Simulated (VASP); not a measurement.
A run of VASP 6.6.1 is set up as follows.

File INCAR:

```
ALGO = Normal
EDIFF = 1E-7
ENCUT = 520
GGA = PE
ISIF = 2
ISMEAR = -1
LASPH = T
LCHARG = F
LREAL = F
LWAVE = F
NBANDS = 13
NELM = 80
PREC = Accurate
SIGMA = 0.08
```

Contents of KPOINTS:

```
k-points
0
Gamma
  16 16 16
```

Contents of POSCAR:

```
Ge
1.0
    2.4299686535      0.0000000000      0.0000000000
    0.0000000000      2.4299686535      0.0000000000
    0.0000000000      0.0000000000      2.4299686535
Ge
1
Direct
    0.0000000000      0.0000000000      0.0000000000
```

Potentials or basis: VASP PAW PBE potentials, release 64 (Ge_d).

Command:

```sh
$ cat potpaw_PBE.64/Ge_d/POTCAR > POTCAR
$ mpirun -np 1 vasp_std > vasp.out
```

Question: Predict the band gap on the k mesh.

Answer: Zero (band 7 reaches 18.39 eV, above the bottom of band 8 at 6.18 eV).

Question: What does it give for the pressure?

Answer: 48.1 GPa.
